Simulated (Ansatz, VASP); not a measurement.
**One calculation of Cu, two programs**

The input INCAR:

```
SYSTEM = Cu
PREC = Accurate ; ENCUT = 520
EDIFF = 1E-6 ; ISMEAR = 0
SIGMA = 0.15 ; LREAL = .FALSE.
LASPH = .TRUE. ; NELM = 60
ALGO = Fast ; ISIF = 2
LWAVE = .FALSE. ; LCHARG = .FALSE.
GGA = PE ; NBANDS = 18
```

Contents of KPOINTS:

```
regular mesh
0
G
  20 20 20
  0 0 0
```

POSCAR

```
Cu
1.0
    1.2629284310     -4.1099231803      0.0000000000
    1.2629284310      4.1099231803      0.0000000000
    0.0000000000      0.0000000000      2.5635103458
Cu
2
Direct
    0.1340351705      0.8659648295      0.2500000000
    0.8659648295      0.1340351705      0.7500000000
```

Input for Ansatz:

```yaml
crystal:
  lattice:
    - [1.262928431, -4.1099231803, 0.0]
    - [1.262928431, 4.1099231803, 0.0]
    - [0.0, 0.0, 2.5635103458]
  atoms:
    - { symbol: Cu, position: [0.1340351705, 0.8659648295, 0.25] }
    - { symbol: Cu, position: [0.8659648295, 0.1340351705, 0.75] }
basis:
  ecutwfc: 520.0
kpoints:
  mp_grid: { grid: [20, 20, 20] }
hamiltonian:
  xc: pbe
  pseudopotentials: { kind: paw, azcp: { folder: soft_1 } }
scf:
  occupations: { method: gaussian, width: 0.15 }
output:
  forces: true
  stress: true
  eigenvalues: true
```

Change from the starting cell: volume 13.306 Å^3 an atom, stretch along a over the lengths across it, relative to the relaxed cell 1.0000.

Alike in both runs: task single point; functional PBE; k mesh 20 × 20 × 20; occupations gaussian, width 0.15 eV; no spin polarisation.

|  | VASP | Ansatz |
| --- | --- | --- |
| version | VASP 6.6.1 | Ansatz 0.2.0 |
| potentials or method | VASP PAW PBE potentials, release 64 (Cu), cutoff 520 eV | scalar-relativistic, plane waves, PAW |
| valence electrons in the cell | 22 | 38 |

VASP gave:

- gap on the k mesh at the Fermi level (eV): none
- pressure (GPa): -5.7
- traceless stress, the component that is largest in VASP (GPa): -0.38
- rms of the force components (eV/Å): 0.034

Which values does Ansatz return?

gap on the k mesh at the Fermi level (eV): none; pressure (GPa): -6.4; traceless stress, the component that is largest in VASP (GPa): -0.41; rms of the force components (eV/Å): 0.036.

Atom by atom the forces differ by 0.002 eV/Å (rms over components). A gap of «none» marks a metal or a gap that the smearing closes. VASP's potentials hold 22 valence electrons a cell and Ansatz's 38, so a difference there can come from the potentials and not from the codes.
